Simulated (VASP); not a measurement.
# CoO (R-3m) in VASP: further runs

CoO is run at these levels: PBEsol; tasks: single point.

Program: VASP 6.6.1. These are calculated values, not measurements. Logs are shortened: lines on timing, memory, paths and dates and some standing lists are left out, and cuts for length are marked.

### 1 The cell of the first run

Symmetry: R-3m, No. 166, trigonal system. The conventional cell has a = 3.011 Å, b = 3.011 Å, c = 7.320 Å, α = 90.00°, β = 90.00°, γ = 120.00°. Within 2.8 Å of Co (site symmetry -3m) lie 6 O at 2.12 Å. Within 2.8 Å of O (site symmetry -3m) lie 6 Co at 2.12 Å.

### 2 Single point, PBEsol, collinear spin, zero start

Contents of INCAR:

```
ALGO = Normal ; EDIFF = 1E-6
ENCUT = 520 ; GGA = PS
ISIF = 2 ; ISMEAR = 0
ISPIN = 2 ; LASPH = T
LCHARG = F ; LMAXMIX = 4
LORBIT = 11 ; LREAL = F
LWAVE = F ; MAGMOM = 0 0
NBANDS = 18 ; NELM = 150
NUPDOWN = 0.0 ; PREC = Accurate
SIGMA = 0.1
```

Contents of KPOINTS:

```
k-points
0
Gamma
  18 18 18
```

Contents of POSCAR:

```
CoO
1.0
    1.5054695445      0.8691832468      2.4399269062
   -1.5054695445      0.8691832468      2.4399269062
    0.0000000000     -1.7383664936      2.4399269062
Co O
1 1
Direct
    0.0000000000      0.0000000000      0.0000000000
    0.5000000000      0.5000000000      0.5000000000
```

Potentials or basis: VASP PAW PBE potentials, release 64 (Co, O).

Launch:

```
$ cat potpaw_PBE.64/Co/POTCAR potpaw_PBE.64/O/POTCAR > POTCAR
$ mpirun -np 1 vasp_std > vasp.out
```

OUTCAR:

```text
EDIFF = 1E-6
   ENCUT = 520
   GGA = PS
   ISIF = 2
   ISMEAR = 0
   ISPIN = 2
   LASPH = T
   LORBIT = 11
   LREAL = F
   NELM = 150
   NUPDOWN = 0.0
   PREC = Accurate

 ion  position               nearest neighbor table
   1  0.000  0.000  0.000-   2 2.12   2 2.12   2 2.12   2 2.12   2 2.12   2 2.12
   2  0.500  0.500  0.500-   1 2.12   1 2.12   1 2.12   1 2.12   1 2.12   1 2.12

  LATTYP: Found a trigonal (rhomboedric) cell.
 ALAT       =     2.9958573687
 COS(alpha) =     0.4949531368

  Lattice vectors:

 A1 = (   1.5054695445,   0.8691832468,   2.4399269062)
 A2 = (  -1.5054695445,   0.8691832468,   2.4399269062)
 A3 = (   0.0000000000,  -1.7383664936,   2.4399269062)

Analysis of symmetry for initial positions (statically):
=====================================================================
 Subroutine PRICEL returns:
 Original cell was already a primitive cell.

 Routine SETGRP: Setting up the symmetry group for a
 trigonal (rhombohedral) supercell.

 Subroutine GETGRP returns: Found 12 space group operations
 (whereof 12 operations were pure point group operations)
 out of a pool of 12 trial point group operations.

The static configuration has the point symmetry D_3d.

Analysis of symmetry for dynamics (positions and initial velocities):
=====================================================================
 Subroutine PRICEL returns:
 Original cell was already a primitive cell.

 Routine SETGRP: Setting up the symmetry group for a
 trigonal (rhombohedral) supercell.

 Subroutine GETGRP returns: Found 12 space group operations
 (whereof 12 operations were pure point group operations)
 out of a pool of 12 trial point group operations.

The dynamic configuration has the point symmetry D_3d.

Analysis of structural, dynamic, and magnetic symmetry:
=====================================================================
 Subroutine PRICEL returns:
 Original cell was already a primitive cell.

 Routine SETGRP: Setting up the symmetry group for a
 trigonal (rhombohedral) supercell.

 Subroutine GETGRP returns: Found 12 space group operations
 (whereof 12 operations were pure point group operations)
 out of a pool of 12 trial point group operations.

The overall configuration has the point symmetry D_3d.

 Subroutine INISYM returns: Found 12 space group operations
 (whereof 12 operations are pure point group operations),
 and found     1 'primitive' translations

[... 116 lines left out ...]
  Fermi-wavevector in a.u.,A,eV,Ry     =   1.508927  2.851458 30.978555  2.276860
  Thomas-Fermi vector in A             =   2.619316
   LORBIT       =     11    0 simple, 1 ext, 2 COOP (PROOUT), +10 PAW based schemes
   GGA     = PS    functional components
   LHFCALC =     F    Hartree Fock is set to
   AEXX    =    0.0000 exact exchange contribution
   IVDW    =     0    specifies the selected vdW correction
   LEPSILON=     F    determine dielectric tensor
   LRPA    =     F    only Hartree local field effects (RPA)
 spin polarized calculation
 Gauss-broadening in eV      SIGMA  =   0.10
  energy-cutoff  :      520.00
  volume of cell :       19.16
 maximum number of plane-waves:       534
   NGX = 11   NGY = 11   NGZ = 11

 number of electron      15.0000006 magnetization      -0.0000000

 number of electron      15.0000006 magnetization       0.0000000

 Free energy of the ion-electron system (eV)
  ---------------------------------------------------
  ext. energy  EPLUGINS =         0.00000000
  ---------------------------------------------------
  free energy    TOTEN  =       -13.50560507 eV

  energy without entropy =      -13.48279708  energy(sigma->0) =      -13.49420107

 E-fermi :   7.6567     XC(G=0): -12.7282

 val. band max:        7.6565935453   @ k =  -0.3889   0.3333   0.2778
 cond. band min:       7.6569260398   @ k =   0.5000   0.3333   0.0000
 fundamental gap:      0.0003324944
 Fermi energy:         7.6566516604

 spin component 1

 k-point     1 :       0.0000    0.0000    0.0000
  band No.  band energies     occupation
      1     -12.6558      1.00000
      2       4.3070      1.00000
      3       4.3070      1.00000
      4       4.3542      1.00000
      5       6.3194      1.00000
      6       6.3194      1.00000
[... 493 lines left out ...]
     17      35.1371      0.00000
     18      37.0617      0.00000

 [... further k-points ...]

 spin component 2

 k-point     1 :       0.0000    0.0000    0.0000
  band No.  band energies     occupation
      1     -12.6558      1.00000
      2       4.3070      1.00000
      3       4.3070      1.00000
      4       4.3542      1.00000
      5       6.3194      1.00000
      6       6.3194      1.00000
[... 493 lines left out ...]
     17      35.1371      0.00000
     18      37.0617      0.00000

 [... further k-points ...]

------------------------ aborting loop because EDIFF is reached ----------------------------------------

  FORCE on cell =-STRESS in cart. coord.  units (eV):
  Direction    XX          YY          ZZ          XY          YZ          ZX
  --------------------------------------------------------------------------------------
  -------------------------------------------------------------------------------------
  Total       -3.3069900     -3.3069900     -3.2579844      0.0000000      0.0000000      0.0000000
  in kB     -276.5872027   -276.5872027   -272.4885070      0.0000000      0.0000000      0.0000000
  external PRESSURE =    -275.2209708 kB  Pullay stress =       0.0000000 kB

 VOLUME and BASIS-vectors are now :
 -----------------------------------------------------------------------------
  energy-cutoff  :      520.00
  volume of cell :       19.16
      direct lattice vectors                 reciprocal lattice vectors
     1.505469544  0.869183247  2.439926906     0.332122295  0.191750896  0.136616114
    -1.505469544  0.869183247  2.439926906    -0.332122295  0.191750896  0.136616114
     0.000000000 -1.738366494  2.439926906     0.000000000 -0.383501793  0.136616114

 POSITION                                       TOTAL-FORCE (eV/Angst)
 -----------------------------------------------------------------------------------
      0.00000      0.00000      0.00000         0.000000     -0.000000     -0.000000
      0.00000      0.00000      3.65989         0.000000      0.000000      0.000000
 -----------------------------------------------------------------------------------
    total drift:                               -0.000000      0.000000     -0.000000

  FREE ENERGIE OF THE ION-ELECTRON SYSTEM (eV)
  ---------------------------------------------------
  free  energy   TOTEN  =       -13.5056050668 eV

  energy  without entropy=      -13.4827970780  energy(sigma->0) =      -13.49420107

 total charge

# of ion       s       p       d       tot
------------------------------------------
    1        0.278   0.332   7.320   7.930
    2        1.555   3.335   0.000   4.890
--------------------------------------------------
tot          1.833   3.667   7.320  12.819

 magnetization (x)

# of ion       s       p       d       tot
------------------------------------------
    1       -0.000  -0.000   0.000   0.000
    2       -0.000  -0.000   0.000  -0.000
--------------------------------------------------
tot         -0.000  -0.000   0.000  -0.000
```

OSZICAR:

```text
N       E                     dE             d eps       ncg     rms          rms(c)
DAV:   1     0.764687851742E+02    0.76469E+02   -0.64848E+03 43316   0.954E+02
DAV:   2    -0.110193398037E+02   -0.87488E+02   -0.75969E+02 44090   0.221E+02
DAV:   3    -0.156157404598E+02   -0.45964E+01   -0.43861E+01 48224   0.536E+01
DAV:   4    -0.156636308045E+02   -0.47890E-01   -0.47827E-01 51382   0.526E+00
DAV:   5    -0.156647356858E+02   -0.11049E-02   -0.11047E-02 51466   0.803E-01    0.125E+01
DAV:   6    -0.156979505477E+02   -0.33215E-01   -0.14986E+01 50704   0.545E+01    0.159E+01
DAV:   7    -0.136387967748E+02    0.20592E+01   -0.10641E+01 50664   0.484E+01    0.479E+00
DAV:   8    -0.135199165972E+02    0.11888E+00   -0.51590E-01 56008   0.962E+00    0.121E+00
DAV:   9    -0.135055762766E+02    0.14340E-01   -0.49686E-02 56998   0.315E+00    0.179E-01
DAV:  10    -0.135055853438E+02   -0.90672E-05   -0.23634E-03 56634   0.456E-01    0.740E-02
DAV:  11    -0.135056091847E+02   -0.23841E-04   -0.88248E-05 54100   0.997E-02    0.362E-02
DAV:  12    -0.135056059327E+02    0.32521E-05   -0.53294E-06 54280   0.310E-02    0.110E-02
DAV:  13    -0.135056050668E+02    0.86581E-06   -0.20012E-06 47268   0.233E-02
   1 F= -.13505605E+02 E0= -.13494201E+02  d E =-.228080E-01  mag=     0.0000
```

Wall time 3.5 min (1 thread of Oxide Virtual Turin-like, shared host); peak memory 0.37 GiB.

What came out:

* Free energy: -13.5056 eV
* Pressure: -27.5 GPa
* Net moment: 0.00 μB per cell
* Valence electrons inside the program's atomic spheres: Co 7.93; O 4.89

Stress tensor (GPa, compression positive):
```
-27.66   0.00   0.00
  0.00 -27.66   0.00
  0.00   0.00 -27.25
```

Caveat: the cell stands under tension; the PAW data sets were made with another functional, which shifts forces and pressure a little; the total moment is fixed, so each spin has its own Fermi level.

### 3 Single point, PBEsol, collinear spin, ferromagnetic start

Contents of INCAR:

```
  ALGO = Normal
  EDIFF = 1E-7
  ENCUT = 520
  GGA = PS
  ISIF = 2
  ISMEAR = 0
  ISPIN = 2
  LASPH = T
  LCHARG = T
  LELF = T
  LMAXMIX = 4
  LORBIT = 11
  LREAL = F
  LVHAR = T
  LWAVE = F
  MAGMOM = 1.04 0
  NBANDS = 18
  NELM = 150
  NUPDOWN = 1.0
  PREC = Accurate
  SIGMA = 0.1
```

KPOINTS is that of step 2.

POSCAR is that of step 2.

Potentials or basis: VASP PAW PBE potentials, release 64 (Co, O).

Launch:

```
$ cat potpaw_PBE.64/Co/POTCAR potpaw_PBE.64/O/POTCAR > POTCAR
$ mpirun -np 1 vasp_std > vasp.out
```

Run time: 4.3 min. Hardware: 1 thread of Oxide Virtual Turin-like, shared host; peak memory 0.37 GiB.

The run converged. Its results:

```yaml
Free_energy: -13.6383 eV
Pressure: -24.6 GPa
Net_moment: 1.00 μB per cell
Site_moments: Co +0.99; O -0.00 μB
Valence_electrons_inside_the_program's_atomic_spheres: Co 7.92; O 4.90
```

Stress tensor (GPa, compression positive):
```
-24.72   0.00   0.00
  0.00 -24.72   0.00
  0.00   0.00 -24.32
```

Caveat: the cell stands under tension; the PAW data sets were made with another functional, which shifts forces and pressure a little; the total moment is fixed, so each spin has its own Fermi level and the state may be an excited one; a cell with one magnetic atom can't hold antiferromagnetic order, which such compounds often take.

### 4 Single point, PBEsol, collinear spin, ferromagnetic start

Contents of INCAR:

```
PREC     = Accurate       # precision mode
ENCUT    = 520            # plane-wave cutoff, eV
EDIFF    = 1E-7           # SCF threshold, eV
ISMEAR   = 0              # smearing method
SIGMA    = 0.1            # smearing width, eV
LREAL    = False          # projectors in reciprocal space
LASPH    = True           # aspherical terms in the spheres
NELM     = 150            # most SCF steps
ALGO     = Normal         # electronic algorithm
ISIF     = 2              # what is computed and relaxed
LWAVE    = False          # write WAVECAR
LCHARG   = False          # write CHGCAR
ISPIN    = 2              # spin polarisation
MAGMOM   = 1.98 0.11      # initial moments
LORBIT   = 11             # projections on sites
NUPDOWN  = 2.0            # fixed moment
LMAXMIX  = 4              # l up to which the mixer works
GGA      = PS             # functional
NBANDS   = 18             # bands
```

Contents of KPOINTS:

```
regular mesh
0
Gamma
  18 18 18
```

POSCAR is that of step 3.

Potentials or basis: VASP PAW PBE potentials, release 64 (Co, O).

Launch:

```
$ cat potpaw_PBE.64/Co/POTCAR potpaw_PBE.64/O/POTCAR > POTCAR
$ mpirun -np 1 vasp_std > vasp.out
```

OUTCAR:

```text
PREC = Accurate
   ENCUT = 520
   EDIFF = 1E-7
   ISMEAR = 0
   LREAL = False
   LASPH = True
   NELM = 150
   ISIF = 2
   ISPIN = 2
   LORBIT = 11
   NUPDOWN = 2.0
   GGA = PS

 ion  position               nearest neighbor table
   1  0.000  0.000  0.000-   2 2.12   2 2.12   2 2.12   2 2.12   2 2.12   2 2.12
   2  0.500  0.500  0.500-   1 2.12   1 2.12   1 2.12   1 2.12   1 2.12   1 2.12

  LATTYP: Found a trigonal (rhomboedric) cell.
 ALAT       =     2.9958573687
 COS(alpha) =     0.4949531368

  Lattice vectors:

 A1 = (   1.5054695445,   0.8691832468,   2.4399269062)
 A2 = (  -1.5054695445,   0.8691832468,   2.4399269062)
 A3 = (   0.0000000000,  -1.7383664936,   2.4399269062)

Analysis of symmetry for initial positions (statically):
=====================================================================
 Subroutine PRICEL returns:
 Original cell was already a primitive cell.

 Routine SETGRP: Setting up the symmetry group for a
 trigonal (rhombohedral) supercell.

[... 703 lines left out ...]
      5       6.7623      1.00000
      6       6.7623      1.00000
[... 493 lines left out ...]
     17      35.2816      0.00000
     18      37.3815      0.00000

 [... further k-points ...]

------------------------ aborting loop because EDIFF is reached ----------------------------------------

  FORCE on cell =-STRESS in cart. coord.  units (eV):
  Direction    XX          YY          ZZ          XY          YZ          ZX
  --------------------------------------------------------------------------------------
  -------------------------------------------------------------------------------------
  Total       -2.1256836     -2.1256836     -2.1421639      0.0000000     -0.0000000      0.0000000
  in kB     -177.7861050   -177.7861050   -179.1644712      0.0000000     -0.0000000      0.0000000
  external PRESSURE =    -178.2455604 kB  Pullay stress =       0.0000000 kB

 VOLUME and BASIS-vectors are now :
 -----------------------------------------------------------------------------
  energy-cutoff  :      520.00
  volume of cell :       19.16
      direct lattice vectors                 reciprocal lattice vectors
     1.505469544  0.869183247  2.439926906     0.332122295  0.191750896  0.136616114
    -1.505469544  0.869183247  2.439926906    -0.332122295  0.191750896  0.136616114
     0.000000000 -1.738366494  2.439926906     0.000000000 -0.383501793  0.136616114

 POSITION                                       TOTAL-FORCE (eV/Angst)
 -----------------------------------------------------------------------------------
      0.00000      0.00000      0.00000         0.000000     -0.000000      0.000000
      0.00000      0.00000      3.65989        -0.000000      0.000000     -0.000000
 -----------------------------------------------------------------------------------
    total drift:                               -0.000000      0.000000     -0.000000

  FREE ENERGIE OF THE ION-ELECTRON SYSTEM (eV)
  ---------------------------------------------------
  free  energy   TOTEN  =       -13.8579525708 eV

  energy  without entropy=      -13.8303599248  energy(sigma->0) =      -13.84415625

 total charge

# of ion       s       p       d       tot
------------------------------------------
    1        0.291   0.352   7.230   7.873
    2        1.555   3.366   0.000   4.921
--------------------------------------------------
tot          1.847   3.717   7.230  12.794

 magnetization (x)

# of ion       s       p       d       tot
------------------------------------------
    1        0.020   0.015   1.838   1.873
    2        0.024   0.073   0.000   0.097
--------------------------------------------------
tot          0.044   0.088   1.838   1.970
```

OSZICAR:

```text
N       E                     dE             d eps       ncg     rms          rms(c)
DAV:   1     0.777484526663E+02    0.77748E+02   -0.65531E+03 43372   0.959E+02
DAV:   2    -0.113461309585E+02   -0.89095E+02   -0.78010E+02 44096   0.223E+02
DAV:   3    -0.160819108491E+02   -0.47358E+01   -0.45526E+01 48136   0.545E+01
DAV:   4    -0.161304849674E+02   -0.48574E-01   -0.48517E-01 51384   0.528E+00
DAV:   5    -0.161315802671E+02   -0.10953E-02   -0.10951E-02 51306   0.796E-01    0.133E+01
DAV:   6    -0.154839286551E+02    0.64765E+00   -0.15050E+01 51574   0.578E+01    0.166E+01
DAV:   7    -0.139197442566E+02    0.15642E+01   -0.78138E+00 50460   0.460E+01    0.616E+00
DAV:   8    -0.138737353067E+02    0.46009E-01   -0.23068E-01 54144   0.564E+00    0.325E+00
DAV:   9    -0.138621047479E+02    0.11631E-01   -0.48937E-02 65502   0.372E+00    0.760E-01
DAV:  10    -0.138579541636E+02    0.41506E-02   -0.14850E-02 61014   0.225E+00    0.139E-01
DAV:  11    -0.138579675787E+02   -0.13415E-04   -0.17304E-03 58550   0.524E-01    0.744E-02
DAV:  12    -0.138579516092E+02    0.15970E-04   -0.14103E-04 59972   0.128E-01    0.382E-02
DAV:  13    -0.138579527438E+02   -0.11346E-05   -0.25382E-05 58146   0.523E-02    0.180E-02
DAV:  14    -0.138579525856E+02    0.15824E-06   -0.24762E-06 48634   0.126E-02    0.660E-03
DAV:  15    -0.138579525708E+02    0.14722E-07   -0.73120E-07 53608   0.968E-03
   1 F= -.13857953E+02 E0= -.13844156E+02  d E =-.275926E-01  mag=     2.0000
```

stdout:

```text
POSCAR found type information on POSCAR CoO
 POSCAR found :  2 types and       2 ions
 scaLAPACK will be used
 -----------------------------------------------------------------------------
|                                                                             |
|                                                                             |
|     You enforced a specific xc type in the INCAR file but a different       |
|     I HOPE YOU KNOW WHAT YOU ARE DOING!                                     |
|                                                                             |
 -----------------------------------------------------------------------------

 LDA part: xc-table for (Slater+PW92), standard interpolation
 POSCAR, INCAR and KPOINTS ok, starting setup
 FFT: planning ... GRIDC
 FFT: planning ... GRID_SOFT
 FFT: planning ... GRID
 WAVECAR not read
 entering main loop
```

Wall time 13 min (1 thread of Oxide Virtual Turin-like, shared host); peak memory 0.36 GiB.

What came out:

```
Free energy                                           : -13.8580 eV
Pressure                                              : -17.8 GPa
Net moment                                            : 2.00 μB per cell
Site moments                                          : Co +1.87; O +0.10 μB
Valence electrons inside the program's atomic spheres : Co 7.87; O 4.92
```

Caveat: the cell stands under tension; the PAW data sets were made with another functional, which shifts forces and pressure a little; the total moment is fixed, so each spin has its own Fermi level and the state may be an excited one; a cell with one magnetic atom can't hold antiferromagnetic order, which such compounds often take.

### 5 Summary

| spin | fixed moment (μB) | pressure (GPa) | moment (μB) |
| --- | --- | --- | --- |
| collinear, zero start | 0.0 | -27.5 | 0.00 |
| collinear, ferromagnetic start | 1.0 | -24.6 | 1.00 |
| collinear, ferromagnetic start | 2.0 | -17.8 | 2.00 |

Alike in all rows: task single point; level PBEsol; potentials or basis VASP PAW PBE potentials, release 64 (Co, O); cell as given; k mesh 18 × 18 × 18; cutoff (eV) 520; smearing gaussian 0.1 eV.

Caveats: the cell stands under tension; the PAW data sets were made with another functional, which shifts forces and pressure a little; the total moment is fixed, so each spin has its own Fermi level and the state may be an excited one (at least some runs); a cell with one magnetic atom can't hold antiferromagnetic order, which such compounds often take (at least some runs); the total moment is fixed, so each spin has its own Fermi level (at least some runs).

Total energies depend on the potentials used, so only differences within one code and one set of settings carry meaning.
